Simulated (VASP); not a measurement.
# LiRh12 (a cell with a defect) in VASP: single point with PBE

Aim: the single point of LiRh12 (a cell with a defect) with PBE.

Everything below comes from runs of VASP 6.6.1. Logs are shortened: lines on timing, memory, paths and dates and some standing lists are left out, and cuts for length are marked.

## 1. The cell of the first run

The cell holds a defect, 13 atoms: a = 8.052 Å, b = 5.368 Å, c = 5.368 Å, α = 60.00°, β = 60.00°, γ = 60.00°.

## 2. Single point, PBE

File INCAR:

```
PREC = Accurate
ENCUT = 650
EDIFF = 1E-6
ISMEAR = -1
SIGMA = 0.05
LREAL = F
LASPH = T
NELM = 120
ALGO = Normal
ISIF = 2
LWAVE = F
LCHARG = T
GGA = PE
LELF = T
LVHAR = T
NBANDS = 104
GGA_COMPAT = F
```

File KPOINTS:

```
Automatic mesh
0
Gamma
  2 3 3
```

File POSCAR:

```
LiRh12
1.0
    0.0000000000      5.6935500000      5.6935500000
    3.7957000000      0.0000000000      3.7957000000
    3.7957000000      3.7957000000      0.0000000000
Rh Li
12 1
Direct
    0.0000000000      0.0000000000      0.0000000000
    0.0000000000      0.0000000000      0.5000000000
    0.0000000000      0.5000000000      0.0000000000
    0.0000000000      0.5000000000      0.5000000000
    0.3333333333      0.0000000000      0.0000000000
    0.3333333333      0.0000000000      0.5000000000
    0.3333333333      0.5000000000      0.0000000000
    0.3333333333      0.5000000000      0.5000000000
    0.6666666667      0.0000000000      0.0000000000
    0.6666666667      0.0000000000      0.5000000000
    0.6666666667      0.5000000000      0.0000000000
    0.6666666667      0.5000000000      0.5000000000
    0.1666666667      0.2500000000      0.2500000000
```

Potentials or basis: VASP PAW PBE potentials, release 64 (Rh_pv, Li_sv).

Launch:

```sh
$ cat potpaw_PBE.64/Rh_pv/POTCAR potpaw_PBE.64/Li_sv/POTCAR > POTCAR
$ mpirun -np 1 vasp_std > vasp.out
```

OUTCAR:

```text
PREC = Accurate
   ENCUT = 650
   EDIFF = 1E-6
   ISMEAR = -1
   LREAL = F
   LASPH = T
   NELM = 120
   ISIF = 2
   GGA = PE

 ion  position               nearest neighbor table
   1  0.000  0.000  0.000-   5 2.68   9 2.68  10 2.68  11 2.68   6 2.68   7 2.68   2 2.68   4 2.68
                             2 2.68   3 2.68   4 2.68   3 2.68
   2  0.000  0.000  0.500-  13 1.90  10 2.68   6 2.68  12 2.68   9 2.68   5 2.68   8 2.68   1 2.68
                             3 2.68   4 2.68   3 2.68   4 2.68   1 2.68
   3  0.000  0.500  0.000-  13 1.90  11 2.68   7 2.68  12 2.68   9 2.68   8 2.68   5 2.68   2 2.68
                             4 2.68   4 2.68   1 2.68   2 2.68   1 2.68
   4  0.000  0.500  0.500-  13 1.90  12 2.68   8 2.68  10 2.68  11 2.68   7 2.68   6 2.68   1 2.68
                             3 2.68   3 2.68   1 2.68   2 2.68   2 2.68
   5  0.333  0.000  0.000-  13 1.90   1 2.68   3 2.68   2 2.68   7 2.68   6 2.68   6 2.68   8 2.68
                             7 2.68   8 2.68  10 2.68  11 2.68   9 2.68
   6  0.333  0.000  0.500-  13 1.90   2 2.68   4 2.68   1 2.68   8 2.68   5 2.68   5 2.68   7 2.68
                             7 2.68   8 2.68   9 2.68  12 2.68  10 2.68
   7  0.333  0.500  0.000-  13 1.90   3 2.68   4 2.68   1 2.68   8 2.68   5 2.68   6 2.68   8 2.68
                             5 2.68   6 2.68  12 2.68   9 2.68  11 2.68
   8  0.333  0.500  0.500-   4 2.68   3 2.68   2 2.68   6 2.68   7 2.68   5 2.68   7 2.68   5 2.68
                             6 2.68  11 2.68  10 2.68  12 2.68
   9  0.667  0.000  0.000-   1 2.68   2 2.68   3 2.68  10 2.68  10 2.68  12 2.68  11 2.68  11 2.68
                            12 2.68   6 2.68   7 2.68   5 2.68
  10  0.667  0.000  0.500-   2 2.68   1 2.68   4 2.68   9 2.68   9 2.68  11 2.68  12 2.68  11 2.68
                            12 2.68   5 2.68   8 2.68   6 2.68
  11  0.667  0.500  0.000-   3 2.68   4 2.68   1 2.68   9 2.68  10 2.68  12 2.68  12 2.68   9 2.68
                            10 2.68   5 2.68   8 2.68   7 2.68
  12  0.667  0.500  0.500-   4 2.68   3 2.68   2 2.68  10 2.68   9 2.68  11 2.68  11 2.68   9 2.68
                            10 2.68   6 2.68   7 2.68   8 2.68
  13  0.167  0.250  0.250-   6 1.90   7 1.90   4 1.90   5 1.90   2 1.90   3 1.90

  LATTYP: Found a face centered orthorhombic cell.
 ALAT       =     5.3679304187
 B/A-ratio  =     1.7320508076
 C/A-ratio  =     2.4494897428

  Lattice vectors:

 A1 = (   0.0000000000,   5.6935500000,   5.6935500000)
 A2 = (  -3.7957000000,   1.8978500000,   5.6935500000)
 A3 = (   3.7957000000,  -0.0000000000,   3.7957000000)

Analysis of symmetry for initial positions (statically):
=====================================================================
 Subroutine PRICEL returns:
 Original cell was already a primitive cell.

 Routine SETGRP: Setting up the symmetry group for a
[... 149 lines left out ...]
     AMIX     =   0.40;   BMIX     =  1.00
     AMIX_MAG =   1.60;   BMIX_MAG =  1.00
  volume/ion in A,a.u.               =      12.62        85.16
  Fermi-wavevector in a.u.,A,eV,Ry     =   1.697825  3.208424 39.220281  2.882609
  Thomas-Fermi vector in A             =   2.778436
   LORBIT       =      0    0 simple, 1 ext, 2 COOP (PROOUT), +10 PAW based schemes
   GGA     = PE    functional components
   LHFCALC =     F    Hartree Fock is set to
   AEXX    =    0.0000 exact exchange contribution
   IVDW    =     0    specifies the selected vdW correction
   LEPSILON=     F    determine dielectric tensor
   LRPA    =     F    only Hartree local field effects (RPA)
 non-spin polarized calculation
  energy-cutoff  :      650.00
  volume of cell :      164.06
 maximum number of plane-waves:      6192
 NGX is ok and might be reduce to    70
   NGX = 33   NGY = 23   NGZ = 23

 number of electron     183.0000017 magnetization

 Free energy of the ion-electron system (eV)
  ---------------------------------------------------
  ext. energy  EPLUGINS =         0.00000000
  ---------------------------------------------------
  free energy    TOTEN  =       -82.48249562 eV

  energy without entropy =      -82.31915221  energy(sigma->0) =      -82.40082391

 E-fermi :  12.1326     XC(G=0): -14.1646

 val. band max:       12.1114104886   @ k =   0.5000   0.3333   0.0000
 cond. band min:      12.1414527587   @ k =   0.5000  -0.3333   0.3333
 fundamental gap:      0.0300422700
 Fermi energy:        12.1325991367

 k-point     1 :       0.0000    0.0000    0.0000
  band No.  band energies     occupation
      1     -35.5359      2.00000
      2     -34.8146      2.00000
      3     -34.7960      2.00000
      4     -34.7697      2.00000
      5     -34.7613      2.00000
      6     -34.7192      2.00000
[... 837 lines left out ...]
    102      15.3637      0.00000
    103      15.4166      0.00000
 [bands above 103 left out]

------------------------ aborting loop because EDIFF is reached ----------------------------------------

  FORCE on cell =-STRESS in cart. coord.  units (eV):
  Direction    XX          YY          ZZ          XY          YZ          ZX
  --------------------------------------------------------------------------------------
  -------------------------------------------------------------------------------------
  Total       27.4795344     27.4588842     27.4588842      0.0185689     -0.0081334      0.0185691
  in kB      268.3632592    268.1615915    268.1615915      0.1813421     -0.0794300      0.1813443
  external PRESSURE =     268.2288141 kB  Pullay stress =       0.0000000 kB

 VOLUME and BASIS-vectors are now :
 -----------------------------------------------------------------------------
  energy-cutoff  :      650.00
  volume of cell :      164.06
      direct lattice vectors                 reciprocal lattice vectors
     0.000000000  5.693550000  5.693550000    -0.087818672  0.087818672  0.087818672
     3.795700000  0.000000000  3.795700000     0.131728008 -0.131728008  0.131728008
     3.795700000  3.795700000  0.000000000     0.131728008  0.131728008 -0.131728008

 POSITION                                       TOTAL-FORCE (eV/Angst)
 -----------------------------------------------------------------------------------
      0.00000      0.00000      0.00000         0.090252     -0.134647     -0.134647
      1.89785      1.89785      0.00000         0.049328      0.002811     -4.409917
      1.89785      0.00000      1.89785         0.049328     -4.409917      0.002811
      3.79570      1.89785      1.89785         4.389712     -0.031022     -0.031022
      0.00000      1.89785      1.89785        -4.389712      0.031022      0.031022
      1.89785      3.79570      1.89785        -0.049328      4.409917     -0.002811
      1.89785      1.89785      3.79570        -0.049328     -0.002811      4.409917
      3.79570      3.79570      3.79570        -0.090252      0.134647      0.134647
      0.00000      3.79570      3.79570         0.032349      0.088065      0.088065
      1.89785      5.69355      3.79570         0.000000     -0.109688      0.109688
      1.89785      3.79570      5.69355         0.000000      0.109688     -0.109688
      3.79570      5.69355      5.69355        -0.032349     -0.088065     -0.088065
      1.89785      1.89785      1.89785        -0.000000     -0.000000     -0.000000
 -----------------------------------------------------------------------------------
    total drift:                                0.000003      0.000004      0.000004

  FREE ENERGIE OF THE ION-ELECTRON SYSTEM (eV)
  ---------------------------------------------------
  free  energy   TOTEN  =       -82.4824956153 eV

  energy  without entropy=      -82.3191522105  energy(sigma->0) =      -82.40082391
```

OSZICAR:

```text
N       E                     dE             d eps       ncg     rms          rms(c)
DAV:   1     0.294590715478E+04    0.29459E+04   -0.12467E+05  1664   0.243E+03
DAV:   2     0.629703177589E+02   -0.28829E+04   -0.28330E+04  1696   0.739E+02
DAV:   3    -0.826369261552E+02   -0.14561E+03   -0.13349E+03  1976   0.159E+02
DAV:   4    -0.912022848720E+02   -0.85654E+01   -0.83843E+01  2744   0.278E+01
DAV:   5    -0.913808159656E+02   -0.17853E+00   -0.17826E+00  1992   0.374E+00    0.408E+01
DAV:   6    -0.101400846959E+03   -0.10020E+02   -0.11577E+02  1880   0.562E+01    0.452E+01
DAV:   7    -0.831134035676E+02    0.18287E+02   -0.64059E+01  1912   0.423E+01    0.125E+01
DAV:   8    -0.832590695306E+02   -0.14567E+00   -0.10428E+01  1888   0.159E+01    0.890E+00
DAV:   9    -0.825734926488E+02    0.68558E+00   -0.21968E+00  1960   0.101E+01    0.412E+00
DAV:  10    -0.824934698093E+02    0.80023E-01   -0.54137E-01  1912   0.531E+00    0.246E+00
DAV:  11    -0.825111723556E+02   -0.17703E-01   -0.20881E-01  1992   0.349E+00    0.209E+00
DAV:  12    -0.824901977897E+02    0.20975E-01   -0.23985E-01  2064   0.295E+00    0.101E+00
DAV:  13    -0.824833568322E+02    0.68410E-02   -0.21908E-02  1936   0.115E+00    0.490E-01
DAV:  14    -0.824821415936E+02    0.12152E-02   -0.86260E-03  1880   0.626E-01    0.199E-01
DAV:  15    -0.824825825863E+02   -0.44099E-03   -0.24128E-03  2048   0.297E-01    0.130E-01
DAV:  16    -0.824824901203E+02    0.92466E-04   -0.57675E-04  2144   0.130E-01    0.261E-02
DAV:  17    -0.824824957255E+02   -0.56052E-05   -0.80973E-05  2192   0.402E-02    0.751E-03
DAV:  18    -0.824824956153E+02    0.11021E-06   -0.88695E-06  1632   0.137E-02
   1 F= -.82482496E+02 E0= -.82400824E+02  d E =-.163343E+00
```

stdout:

```text
POSCAR found type information on POSCAR RhLi
 POSCAR found :  2 types and      13 ions
 scaLAPACK will be used
 LDA part: xc-table for (Slater+PW92), standard interpolation
 POSCAR, INCAR and KPOINTS ok, starting setup
 FFT: planning ... GRIDC
 FFT: planning ... GRID_SOFT
 FFT: planning ... GRID
 WAVECAR not read
 entering main loop
```

It took 6.3 min on 1 thread of Intel Xeon Platinum 8259CL at 2.50GHz (Skylake/Cascade Lake), shared host; peak memory 0.45 GiB.

What came out:

```
Free energy            : -82.4825 eV
Pressure               : 26.8 GPa
Largest force          : 4.410 eV/Å
Band gap on the k mesh : zero (an odd number of electrons rules out a gap without spin polarisation)
```

Forces on the atoms (eV/Å):
```
Rh   0.090 -0.135 -0.135
Rh   0.049  0.003 -4.410
Rh   0.049 -4.410  0.003
Rh   4.390 -0.031 -0.031
Rh  -4.390  0.031  0.031
Rh  -0.049  4.410 -0.003
Rh  -0.049 -0.003  4.410
Rh  -0.090  0.135  0.135
Rh   0.032  0.088  0.088
Rh   0.000 -0.110  0.110
Rh   0.000  0.110 -0.110
Rh  -0.032 -0.088 -0.088
Li   0.000  0.000  0.000
```

Caveat: the k points lie up to 0.48 Å⁻¹ apart, too coarse for converged energies and pressures of a metal.
